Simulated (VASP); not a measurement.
Crystal: VSi (zincblende type).

```
V Si
1.0
     0.00000    2.79194    2.79194
     2.79194    0.00000    2.79194
     2.79194    2.79194    0.00000
V Si
1 1
Direct
  0.00000 0.00000 0.00000
  0.25000 0.25000 0.25000
```

Base run:

| Quantity | Value |
| --- | --- |
| Program | VASP 6.6.1 |
| Functional | PBE |
| Potentials or basis | VASP PAW PBE potentials, release 64 (V_sv, Si) |
| Cutoff | 500 eV |
| k mesh | 11 × 11 × 11 |
| Occupations | fermi-dirac, width 0.05 eV |
| Spin | collinear spin, ferromagnetic start |
| Starting moments | [1.5, 0.0] μB |

Its results: pressure -1.8 GPa; net moment 0.71 μB per cell; site moments V +0.70; Si -0.06 μB.

The run is repeated on the same cell with these changes: cutoff from 500 eV to 400 eV; further incar settings from ALGO = Normal; EDIFF = 1e-06; NBANDS = 20 to ALGO = Normal; EDIFF = 1e-08; NBANDS = 20. What comes out?

Pressure -2.2 GPa; net moment 0.71 μB per cell; site moments V +0.70; Si -0.06 μB.
